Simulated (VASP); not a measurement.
A run of VASP 6.6.1 is set up as follows.

INCAR

```
ALGO     = Normal         # electronic algorithm
EDIFF    = 1E-6           # SCF threshold, eV
EDIFFG   = -0.005         # ionic threshold
ENCUT    = 600            # plane-wave cutoff, eV
GGA      = PE             # functional
IBRION   = 2              # ionic algorithm
ISIF     = 4              # what is computed and relaxed
ISMEAR   = -1             # smearing method
LASPH    = T              # aspherical terms in the spheres
LCHARG   = F              # write CHGCAR
LREAL    = F              # projectors in reciprocal space
LWAVE    = F              # write WAVECAR
NELM     = 60             # most SCF steps
NSW      = 50             # ionic steps
PREC     = Accurate       # precision mode
SIGMA    = 0.08           # smearing width, eV
```

Contents of KPOINTS:

```
k-points
0
Gamma
  13 13 7
```

POSCAR

```
Sc
1.0
    3.0160917254      0.0000000000      0.0000000000
   -1.5080458627      2.6120120543      0.0000000000
    0.0000000000      0.0000000000      4.7036027626
Sc
2
Direct
    0.3333333333      0.6666666667      0.2500000000
    0.6666666667      0.3333333333      0.7500000000
```

Potentials or basis: VASP PAW PBE potentials, release 64 (Sc_sv).

Launch:

```console
$ cat potpaw_PBE.64/Sc_sv/POTCAR > POTCAR
$ mpirun -np 1 vasp_std > vasp.out
```

**Question.** Predict the band gap on the k mesh.

**Answer.** Zero (bands 11 and 12 overlap by 2.22 eV).

The path:
```
step  energy change (eV)  largest force (eV/Å)  pressure (GPa)  volume (Å³)
   1              0.0000                0.0000           24.65        37.06
   2             -0.0004                0.0000           24.68        37.06
   3             -0.0005                0.0000           24.69        37.06
```
